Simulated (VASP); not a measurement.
H3C5: single point with PBE

H3C5, a slab with vacuum:

```xyz
32
Lattice="5.0487 0.0000 0.0000 0.0000 5.0487 0.0000 0.0000 0.0000 17.1356" Properties=species:S:1:pos:R:3 pbc="T T T"
H     2.1598    0.0000    1.0000
H     0.3646    0.0000    1.0000
H     4.6842    0.0000    1.0000
H     2.8890    0.0000    1.0000
H     2.1598    2.5244    1.0000
H     0.3646    2.5244    1.0000
H     4.6842    2.5244    1.0000
H     2.8890    2.5244    1.0000
H     3.7865    0.3064    6.1697
H     1.2622    2.5110    6.1609
H     3.7866    2.1146    6.1531
H     3.7866    3.7463    5.4919
C     1.2622    0.0000    1.6347
C     3.7866    0.0000    1.6347
C     1.2622    2.5244    1.6347
C     3.7866    2.5244    1.6347
C     1.2622    1.2622    2.5272
C     3.7866    1.2622    2.5272
C     1.2622    3.7866    2.5272
C     3.7866    3.7866    2.5272
C    -0.0251    1.2673    3.3864
C     2.5496    1.2673    3.3864
C     0.0307    3.7879    3.4478
C     2.4937    3.7879    3.4478
C     0.0147    0.0347    4.3451
C     2.5097    0.0347    4.3450
C     0.0046    2.4819    4.3365
C     2.5199    2.4819    4.3365
C     1.2622    0.4596    5.1022
C     3.7866   -0.0172    5.1297
C     1.2622    2.0817    5.1501
C     3.7866    2.5550    5.1587
```

```
Program                : VASP 6.6.1
Task                   : single point
Functional             : PBE
Potentials or basis    : VASP PAW PBE potentials, release 64 (H, C)
Cutoff                 : 520 eV
k mesh                 : 3 × 3 × 1
Occupations            : gaussian, width 0.02 eV
Spin                   : no spin polarisation
Dipole correction      : no
Further INCAR settings : LREAL = Auto; ALGO = Normal; EDIFF = 1e-06; NBANDS = 68
```

* Largest force: 8.853 eV/Å
* Band gap on the k mesh: 0.28 eV (least direct gap 0.51 eV)

Forces in eV/Å, atoms in the order of the input:
```
H   -8.853 -0.002  0.049
H    8.852 -0.002  0.049
H   -8.840 -0.031  0.055
H    8.839 -0.031  0.055
H   -8.831  0.008  0.036
H    8.831  0.008  0.036
H   -8.817  0.029  0.042
H    8.817  0.029  0.042
H    0.000  0.005  0.022
H    0.000  0.007  0.018
H    0.000 -0.006  0.018
H    0.000  0.009  0.004
C    0.000  0.032  0.923
C    0.000 -0.095  0.919
C    0.000 -0.040  0.984
C    0.000  0.111  0.975
C    0.001 -0.014 -1.557
C    0.001 -0.090 -2.233
C    0.001  0.022 -0.633
C    0.001  0.073  0.121
C    0.010 -0.005  0.002
C   -0.011 -0.004  0.002
C   -0.009  0.000  0.006
C    0.007  0.001  0.007
C    0.007 -0.014 -0.008
C   -0.007 -0.016 -0.007
C    0.005  0.015 -0.003
C   -0.005  0.015 -0.002
C    0.001  0.002  0.023
C    0.000  0.004  0.027
C    0.000 -0.005  0.007
C   -0.001 -0.015  0.022
```

Levels at points of the mesh, in eV from the valence-band top:
| k point | band 42 | band 43 | band 44 | band 45 | band 46 | band 47 | band 48 | band 49 | band 50 | band 51 |
| --- | --- | --- | --- | --- | --- | --- | --- | --- | --- | --- |
| (0.00, 0.00, 0.00) | -2.99 | -2.68 | -0.83 | -0.35 | -0.18 | 1.65 | 1.73 | 2.48 | 3.52 | 3.63 |

Run time: 10 min on 1 thread of AMD EPYC 7R13, with other jobs on the host, peak memory 0.47 GiB.
